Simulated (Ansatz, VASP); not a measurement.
## ZnO: VASP beside Ansatz

```
Zn O
1.0
     6.50949    0.00000    0.00000
     0.00000    5.25642    0.00000
     0.00000    0.00000   24.57695
Zn O
12 12
Direct
  0.50000 0.99838 0.32551
  0.00000 0.99838 0.32551
  0.75000 0.49838 0.36374
  0.25000 0.49838 0.36374
  0.75000 0.99838 0.44020
  0.25000 0.99838 0.44020
  0.99953 0.49981 0.47913
  0.50057 0.49897 0.47710
  0.99973 0.00491 0.55671
  0.50074 0.01107 0.55508
  0.25558 0.48568 0.58682
  0.74524 0.49501 0.59213
  0.50000 0.61952 0.32551
  0.00000 0.61952 0.32551
  0.75000 0.11952 0.36374
  0.25000 0.11952 0.36374
  0.75000 0.61952 0.44020
  0.25000 0.61952 0.44020
  0.00001 0.12105 0.47640
  0.49985 0.12235 0.47555
  0.99999 0.62487 0.55700
  0.50173 0.63195 0.55257
  0.25023 0.12567 0.58769
  0.75014 0.13644 0.58656
```

Alike in both runs: task single point; functional PBE; dispersion D3(BJ); k mesh 3 × 3 × 1; occupations gaussian, width 0.05 eV; no spin polarisation.

|  | VASP | Ansatz |
| --- | --- | --- |
| version | VASP 6.6.1 | Ansatz 0.2.0 |
| potentials or method | VASP PAW PBE potentials, release 64 (Zn, O), cutoff 520 eV | scalar-relativistic, plane waves, PAW |
| valence electrons in the cell | 216 | 216 |

```csv
,VASP,Ansatz,Ansatz less VASP
gap on the k mesh at the Fermi level (eV),0.43,0.46,+0.025
least direct gap on the mesh (eV),0.43,0.46,+0.025
rms of the force components (eV/Å),0.494,0.502,+0.0078
```
